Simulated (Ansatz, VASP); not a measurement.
## Two plane-wave programs on WSe2

```xyz
6
Lattice="-3.3207 0.0000 0.0000 -1.6603 -2.8758 0.0000 -0.4149 -0.2396 15.2573" Properties=species:S:1:pos:R:3 pbc="T T T"
W    -1.6603   -0.9586    3.8143
W    -3.3207   -1.9172   11.4430
Se   -1.6603   -0.9586    9.7650
Se   -3.3207   -1.9172    2.1363
Se   -1.6603   -0.9586   13.1210
Se   -3.3207   -1.9172    5.4923
```

Alike in both runs: task single point; functional PBE; k mesh 9 × 9 × 2; occupations gaussian, width 0.05 eV; no spin polarisation.

|  | VASP | Ansatz |
| --- | --- | --- |
| version | VASP 6.6.1 | Ansatz 0.2.0 |
| potentials or method | VASP PAW PBE potentials, release 64 (W_sv, Se), cutoff 520 eV | scalar-relativistic, plane waves, PAW |
| valence electrons in the cell | 52 | 92 |

```tsv
	VASP	Ansatz	Ansatz less VASP
gap on the k mesh at the Fermi level (eV)	1.53	1.53	+0.003
least direct gap on the mesh (eV)	1.53	1.53	+0.003
pressure (GPa)	0.3	0.0	-0.24
traceless stress, the component that is largest in VASP (GPa)	0.08	0.02	-0.065
rms of the force components (eV/Å)	0.023	0.002	-0.0208
```

Atom by atom the forces differ by 0.021 eV/Å (rms over components). VASP's potentials hold 52 valence electrons a cell and Ansatz's 92, so a difference there can come from the potentials and not from the codes.

Neither program's run includes spin-orbit coupling.
